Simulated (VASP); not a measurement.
# SH2 in VASP: settings compared

Aim: see how the results for SH2 move with the level of theory and the settings. Levels: PBE, AM05. Tasks: single point.

Program: VASP 6.6.1. These are calculated values, not measurements. Logs are shortened: lines on timing, memory, paths and dates and some standing lists are left out, and cuts for length are marked.

## (1) The cell of the first run

The cell holds a molecule in a box, 3 atoms: a = 11.000 Å, b = 11.000 Å, c = 10.000 Å, α = 90.00°, β = 90.00°, γ = 90.00°.

## (2) Single point, PBE (last atom moved by 0.08 Å along z)

Input file INCAR:

```
  GGA = PE
  ISMEAR = 0
  SIGMA = 0.03
  LWAVE = F
  LCHARG = F
  ISIF = 0
  PREC = Accurate
  LASPH = T
  LREAL = F
  ALGO = Normal
  EDIFF = 1E-8
  NELM = 120
  GGA_COMPAT = F
  ENCUT = 590
  EFERMI = MIDGAP
  NBANDS = 26
```

Input file KPOINTS:

```
k-points
0
Gamma
  1 1 1
```

Input file POSCAR:

```
H2S
1.0
   11.0000000000      0.0000000000      0.0000000000
    0.0000000000     11.0000000000      0.0000000000
    0.0000000000      0.0000000000     10.0000000000
S H
1 2
Direct
    0.5506772700      0.4636454500      0.5359100000
    0.5145318200      0.5798545500      0.5277600000
    0.4516863600      0.4239636400      0.4788900000
```

Potentials or basis: VASP PAW PBE potentials, release 64 (S, H).

On the command line:

```
> cat potpaw_PBE.64/S/POTCAR potpaw_PBE.64/H/POTCAR > POTCAR
> mpirun -np 1 vasp_gam > vasp.out
```

OUTCAR:

```text
GGA = PE
   ISMEAR = 0
   ISIF = 0
   PREC = Accurate
   LASPH = T
   LREAL = F
   EDIFF = 1E-8
   NELM = 120
   ENCUT = 590
   EFERMI = MIDGAP

 ion  position               nearest neighbor table
   1  0.551  0.464  0.536-   3 1.30   2 1.34
   2  0.515  0.580  0.528-   1 1.34
   3  0.452  0.424  0.479-   1 1.30

  LATTYP: Found a simple tetragonal cell.
 ALAT       =    11.0000000000
 C/A-ratio  =     0.9090909091

  Lattice vectors:

 A1 = (  11.0000000000,   0.0000000000,   0.0000000000)
 A2 = (   0.0000000000,  11.0000000000,   0.0000000000)
 A3 = (   0.0000000000,   0.0000000000,  10.0000000000)

Analysis of symmetry for initial positions (statically):
=====================================================================
 Subroutine PRICEL returns:
 Original cell was already a primitive cell.

 Routine SETGRP: Setting up the symmetry group for a
 simple tetragonal supercell.

 Subroutine GETGRP returns: Found  1 space group operations
 (whereof  1 operations were pure point group operations)
 out of a pool of 16 trial point group operations.

The static configuration has the point symmetry C_1 .

Analysis of symmetry for dynamics (positions and initial velocities):
=====================================================================
 Subroutine PRICEL returns:
 Original cell was already a primitive cell.

 Routine SETGRP: Setting up the symmetry group for a
 simple tetragonal supercell.

 Subroutine GETGRP returns: Found  1 space group operations
 (whereof  1 operations were pure point group operations)
 out of a pool of 16 trial point group operations.

The dynamic configuration has the point symmetry C_1 .

 Subroutine INISYM returns: Found  1 space group operations
 (whereof  1 operations are pure point group operations),
 and found     1 'primitive' translations

----------------------------------------------------------------------------------------

                                     Primitive cell

  volume of cell :    1210.0000

  direct lattice vectors                    reciprocal lattice vectors
    11.000000000  0.000000000  0.000000000     0.090909091  0.000000000  0.000000000
     0.000000000 11.000000000  0.000000000     0.000000000  0.090909091  0.000000000
     0.000000000  0.000000000 10.000000000     0.000000000  0.000000000  0.100000000

  length of vectors
    11.000000000 11.000000000 10.000000000     0.090909091  0.090909091  0.100000000

  position of ions in fractional coordinates (direct lattice)
     0.550677270  0.463645450  0.535910000
     0.514531820  0.579854550  0.527760000
     0.451686360  0.423963640  0.478890000

  ion indices of the primitive-cell ions
   primitive index   ion index
                 1           1
                 2           2
                 3           3

----------------------------------------------------------------------------------------

 KPOINTS: k-points

Automatic generation of k-mesh.
 Grid dimensions read from file:
 generate k-points for:    1    1    1

 Generating k-lattice:

  Cartesian coordinates                     Fractional coordinates (reciprocal lattice)
     0.090909091  0.000000000  0.000000000     1.000000000  0.000000000  0.000000000
     0.000000000  0.090909091  0.000000000     0.000000000  1.000000000  0.000000000
     0.000000000  0.000000000  0.100000000     0.000000000  0.000000000  1.000000000

  Length of vectors
     0.090909091  0.090909091  0.100000000

  Shift w.r.t. Gamma in fractional coordinates (k-lattice)
     0.000000000  0.000000000  0.000000000

 Subroutine IBZKPT returns following result:
 ===========================================

 Found      1 irreducible k-points:

 Following reciprocal coordinates:
            Coordinates               Weight
  0.000000  0.000000  0.000000      1.000000
   k-points           NKPTS =      1   k-points in BZ     NKDIM =      1   number of bands    NBANDS=     26
   number of dos      NEDOS =    301   number of ions     NIONS =      3
   total plane-waves  NPLWV = 648000
   dimension x,y,z NGX =    90 NGY =   90 NGZ =   80
   dimension x,y,z NGXF=   180 NGYF=  180 NGZF=  160
   ions per type =               1   2
   NGX,Y,Z   is equivalent  to a cutoff of  13.60, 13.60, 13.30 a.u.
   NGXF,Y,Z  is equivalent  to a cutoff of  27.20, 27.20, 26.60 a.u.
 SYSTEM =  unknown system
   PREC   = accura    normal or accurate (medium, high low for compatibility)
   ISTART =      0    job   : 0-new  1-cont  2-samecut
   ICHARG =      2    charge: 1-file 2-atom 10-const
   ISPIN  =      1    spin polarized calculation?
   LNONCOLLINEAR =      F non collinear calculations
   LSORBIT =      F    spin-orbit coupling
   LASPH  =      T    aspherical Exc in radial PAW
   ENCUT  =  590.0 eV  43.36 Ry    6.59 a.u.  21.79 21.79 19.81*2*pi/ulx,y,z
   NELM   =    120;   NELMIN=  2; NELMDL= -5     # of ELM steps
   EDIFF  = 0.1E-07   stopping-criterion for ELM
   LREAL  =      F    real-space projection
   EDIFFG = 0.1E-06   stopping-criterion for IOM
   NSW    =      0    number of steps for IOM
   IBRION =     -1    ionic relax: 0-MD 1-quasi-New 2-CG
   NFREE  =      0    steps in history (QN), initial steepest desc. (CG)
   ISIF   =      0    stress and relaxation
   ISYM   =      2    0-nonsym 1-usesym 2-fastsym
   POTIM  = 0.5000    time-step for ionic-motion
   TEBEG  =    0.0;   TEEND  =   0.0 temperature during run

   SCALEE = 1.0000    scale energy and forces
   PSTRESS=    0.0 pullay stress
   NELECT =       8.0000    total number of electrons
   NUPDOWN=      -1.0000    fix difference up-down
   EMIN   =  10.00;   EMAX   =-10.00  energy-range for DOS
   EFERMI =   0.00;   METHOD = MIDGAP
   ISMEAR =     0;   SIGMA  =   0.03  broadening in eV -4-tet -1-fermi 0-gaus
   EFERMI_NEDOS =   21; number of points for ismear=-14 and -15
   IALGO  =     38    algorithm
   IMIX   =      4    mixing-type and parameters
     AMIX     =   0.40;   BMIX     =  1.00
     AMIX_MAG =   1.60;   BMIX_MAG =  1.00
  volume/ion in A,a.u.               =     403.33      2721.83
  Fermi-wavevector in a.u.,A,eV,Ry     =   0.307263  0.580642  1.284530  0.094410
  Thomas-Fermi vector in A             =   1.181976
   LORBIT       =      0    0 simple, 1 ext, 2 COOP (PROOUT), +10 PAW based schemes
   GGA     = PE    functional components
   LHFCALC =     F    Hartree Fock is set to
   AEXX    =    0.0000 exact exchange contribution
   IVDW    =     0    specifies the selected vdW correction
   LEPSILON=     F    determine dielectric tensor
   LRPA    =     F    only Hartree local field effects (RPA)

   CSHIFT  =0.1000    complex shift for real part using Kramers Kronig

   OMEGAMAX=  -1.0    maximum frequency
 non-spin polarized calculation
 Gauss-broadening in eV      SIGMA  =   0.03
  energy-cutoff  :      590.00
  volume of cell :     1210.00
 maximum number of plane-waves:     19696
 NGX is ok and might be reduce to    90
   NGX = 43   NGY = 43   NGZ = 39

 number of electron       7.9999999 magnetization

 Free energy of the ion-electron system (eV)
  ---------------------------------------------------
  ext. energy  EPLUGINS =         0.00000000
  ---------------------------------------------------
  free energy    TOTEN  =       -11.18618659 eV

  energy without entropy =      -11.18618659  energy(sigma->0) =      -11.18618659

 E-fermi :  -3.4387     XC(G=0):  -0.6595

 val. band max:       -6.1194020759   @ k =   0.0000   0.0000   0.0000
 cond. band min:      -0.7579646443   @ k =   0.0000   0.0000   0.0000
 fundamental gap:      5.3614374316
 Fermi energy:        -3.4386833601

 k-point     1 :       0.0000    0.0000    0.0000
  band No.  band energies     occupation
      1     -18.4687      2.00000
      2     -10.9165      2.00000
      3      -8.9064      2.00000
      4      -6.1194      2.00000
      5      -0.7580      0.00000
      6      -0.3264      0.00000
[... 8 lines left out ...]
     15       1.9377      0.00000
     16       2.1895      0.00000
 [bands above 16 left out]

------------------------ aborting loop because EDIFF is reached ----------------------------------------

 VOLUME and BASIS-vectors are now :
 -----------------------------------------------------------------------------
  energy-cutoff  :      590.00
  volume of cell :     1210.00
      direct lattice vectors                 reciprocal lattice vectors
    11.000000000  0.000000000  0.000000000     0.090909091  0.000000000  0.000000000
     0.000000000 11.000000000  0.000000000     0.000000000  0.090909091  0.000000000
     0.000000000  0.000000000 10.000000000     0.000000000  0.000000000  0.100000000

 POSITION                                       TOTAL-FORCE (eV/Angst)
 -----------------------------------------------------------------------------------
      6.05745      5.10010      5.35910         1.121961      0.221027      0.568824
      5.65985      6.37840      5.27760        -0.082544      0.154945     -0.026726
      4.96855      4.66360      4.78890        -1.039417     -0.375971     -0.542098
 -----------------------------------------------------------------------------------
    total drift:                               -0.000079     -0.000046      0.000095

  FREE ENERGIE OF THE ION-ELECTRON SYSTEM (eV)
  ---------------------------------------------------
  free  energy   TOTEN  =       -11.1861865891 eV

  energy  without entropy=      -11.1861865891  energy(sigma->0) =      -11.18618659
```

Run time: 2.9 min. Hardware: 1 thread of Intel Xeon Platinum 8259CL at 2.50GHz (Skylake/Cascade Lake), shared host; peak memory 1.1 GiB.

What came out:

- Free energy: -11.1862 eV
- Largest force: 1.277 eV/Å
- Gap between the frontier levels: 5.36 eV

Forces in eV/Å, atoms in the order of the input:
```
S    1.122  0.221  0.569
H   -0.083  0.155 -0.027
H   -1.039 -0.376 -0.542
```

Caveat: the cell differs from its parent crystal (last atom moved by 0.08 Å along z).

## (3) Single point, AM05

Changes to POSCAR since step 2:

```diff
@@ -10,2 +10,2 @@
     0.5145318200      0.5798545500      0.5277600000
-    0.4516863600      0.4239636400      0.4788900000
+    0.4516863600      0.4239636400      0.4708900000
```

Input file INCAR.step1:

```
  ISMEAR = 0
  SIGMA = 0.03
  LWAVE = T
  LCHARG = T
  ISIF = 0
  NELM = 100
  ALGO = Normal
  PREC = Accurate
  LASPH = T
  LREAL = F
  EDIFF = 1E-5
  GGA_COMPAT = F
  ENCUT = 400
  EFERMI = MIDGAP
  NELMDL = -8
  GGA = PE
```

Input file INCAR.step2:

```
  GGA = AM
  ISMEAR = 0
  SIGMA = 0.03
  LWAVE = F
  LCHARG = F
  ISIF = 0
  NELM = 100
  ALGO = All
  PREC = Accurate
  LASPH = T
  LREAL = F
  EDIFF = 1E-6
  GGA_COMPAT = F
  ENCUT = 400
  EFERMI = MIDGAP
  NELMDL = -8
  ISTART = 1
  ISEARCH = 1
```

KPOINTS is that of step 2.

Potentials or basis: VASP PAW PBE potentials, release 64 (S, H).

On the command line:

```
> cat potpaw_PBE.64/S/POTCAR potpaw_PBE.64/H/POTCAR > POTCAR
> cp INCAR.step1 INCAR
> mpirun -np 1 vasp_gam > vasp.out
> cp INCAR.step2 INCAR
> mpirun -np 1 vasp_gam > vasp.out
```

OUTCAR:

```text
GGA = AM
   ISMEAR = 0
   ISIF = 0
   NELM = 100
   PREC = Accurate
   LASPH = T
   LREAL = F
   EDIFF = 1E-6
   ENCUT = 400
   EFERMI = MIDGAP
   NELMDL = -8
   ISTART = 1

 Found      1 irreducible k-points:

 Following reciprocal coordinates:
            Coordinates               Weight
  0.000000  0.000000  0.000000      1.000000
   k-points           NKPTS =      1   k-points in BZ     NKDIM =      1   number of bands    NBANDS=      8
   number of dos      NEDOS =    301   number of ions     NIONS =      3
   total plane-waves  NPLWV = 362880
   dimension x,y,z NGX =    72 NGY =   72 NGZ =   70
   dimension x,y,z NGXF=   144 NGYF=  144 NGZF=  140
   ions per type =               1   2
   NGX,Y,Z   is equivalent  to a cutoff of  10.88, 10.88, 11.64 a.u.
   NGXF,Y,Z  is equivalent  to a cutoff of  21.76, 21.76, 23.27 a.u.
 SYSTEM =  unknown system
   PREC   = accura    normal or accurate (medium, high low for compatibility)
   ISTART =      1    job   : 0-new  1-cont  2-samecut
   ICHARG =      0    charge: 1-file 2-atom 10-const
   ISPIN  =      1    spin polarized calculation?
   LNONCOLLINEAR =      F non collinear calculations
   LSORBIT =      F    spin-orbit coupling
   LASPH  =      T    aspherical Exc in radial PAW
   ENCUT  =  400.0 eV  29.40 Ry    5.42 a.u.  17.94 17.94 16.31*2*pi/ulx,y,z
   NELM   =    100;   NELMIN=  2; NELMDL= -8     # of ELM steps
   EDIFF  = 0.1E-05   stopping-criterion for ELM
[... 37 lines left out ...]
 Gauss-broadening in eV      SIGMA  =   0.03
  energy-cutoff  :      400.00
  volume of cell :     1210.00
 maximum number of plane-waves:     10979
 NGX is ok and might be reduce to    70
   NGX = 35   NGY = 35   NGZ = 33

 number of electron       8.0000000 magnetization

 Free energy of the ion-electron system (eV)
  ---------------------------------------------------
  ext. energy  EPLUGINS =         0.00000000
  ---------------------------------------------------
  free energy    TOTEN  =       -11.13049739 eV

  energy without entropy =      -11.12983790  energy(sigma->0) =      -11.13016764

 E-fermi :  -5.9458     XC(G=0):  -1.0207

 val. band max:       -6.0900589076   @ k =   0.0000   0.0000   0.0000
 cond. band min:       1.7344633917   @ k =   0.0000   0.0000   0.0000
 fundamental gap:      7.8245222993
 Fermi energy:        -5.9457748485

 k-point     1 :       0.0000    0.0000    0.0000
  band No.  band energies     occupation
      1     -18.2947      2.00000
      2     -10.7329      2.00000
      3      -8.8417      2.00000
      4      -6.0901      2.00000
      5       1.7345      0.00000
      6       3.3083      0.00000
      7       5.5001      0.00000
      8       1.8113      0.00000

------------------------ aborting loop because EDIFF is reached ----------------------------------------

 VOLUME and BASIS-vectors are now :
 -----------------------------------------------------------------------------
  energy-cutoff  :      400.00
  volume of cell :     1210.00
      direct lattice vectors                 reciprocal lattice vectors
    11.000000000  0.000000000  0.000000000     0.090909091  0.000000000  0.000000000
     0.000000000 11.000000000  0.000000000     0.000000000  0.090909091  0.000000000
     0.000000000  0.000000000 10.000000000     0.000000000  0.000000000  0.100000000

 POSITION                                       TOTAL-FORCE (eV/Angst)
 -----------------------------------------------------------------------------------
      6.05745      5.10010      5.35910         0.400122     -0.227779      0.199410
      5.65985      6.37840      5.27760        -0.130863      0.287882     -0.040450
      4.96855      4.66360      4.70890        -0.269259     -0.060103     -0.158959
 -----------------------------------------------------------------------------------
    total drift:                               -0.004706      0.004780      0.006913

  FREE ENERGIE OF THE ION-ELECTRON SYSTEM (eV)
  ---------------------------------------------------
  free  energy   TOTEN  =       -11.1304973880 eV

  energy  without entropy=      -11.1304969847  energy(sigma->0) =      -11.13049719
```

OUTCAR.step1:

```text
ISMEAR = 0
   ISIF = 0
   NELM = 100
   PREC = Accurate
[... 117 lines left out ...]
      6.05745      5.10010      5.35910         0.268188     -0.153895      0.133236
      5.65985      6.37840      5.27760        -0.089221      0.189950     -0.028858
      4.96855      4.66360      4.70890        -0.178967     -0.036055     -0.104378
 -----------------------------------------------------------------------------------
    total drift:                               -0.000231      0.000532      0.000173

  FREE ENERGIE OF THE ION-ELECTRON SYSTEM (eV)
  ---------------------------------------------------
  free  energy   TOTEN  =       -11.2020639129 eV

  energy  without entropy=      -11.2020639129  energy(sigma->0) =      -11.20206391
```

OSZICAR.step1:

```text
N       E                     dE             d eps       ncg     rms          rms(c)
DAV:   1     0.606158274979E+02    0.60616E+02   -0.16128E+03    16   0.401E+02
DAV:   2     0.642496988419E+01   -0.54191E+02   -0.54190E+02    32   0.671E+01
DAV:   3    -0.108824597139E+02   -0.17307E+02   -0.17307E+02    16   0.641E+01
[... 14 lines left out ...]
DAV:  18    -0.112016941461E+02   -0.57797E-03   -0.77903E-05    32   0.385E-02    0.107E-02
DAV:  19    -0.112019626336E+02   -0.26849E-03   -0.24950E-05    32   0.251E-02    0.807E-03
DAV:  20    -0.112020303353E+02   -0.67702E-04   -0.40688E-06    32   0.976E-03    0.468E-03
DAV:  21    -0.112020550388E+02   -0.24703E-04   -0.11412E-06    24   0.600E-03    0.192E-03
DAV:  22    -0.112020639129E+02   -0.88741E-05   -0.40648E-07    24   0.318E-03
   1 F= -.11202064E+02 E0= -.11202064E+02  d E =0.000000E+00
```

It took 8.2 min on 1 thread of Intel Xeon Platinum 8488C (Sapphire Rapids), shared host; peak memory 0.74 GiB.

What came out:

```
Free energy                     : -11.1305 eV
Largest force                   : 0.502 eV/Å
Gap between the frontier levels : 7.82 eV
```

Forces on the atoms (eV/Å):
```
S    0.400 -0.228  0.199
H   -0.131  0.288 -0.040
H   -0.269 -0.060 -0.159
```

Caveat: the PAW data sets were made with another functional, which shifts forces and pressure a little.
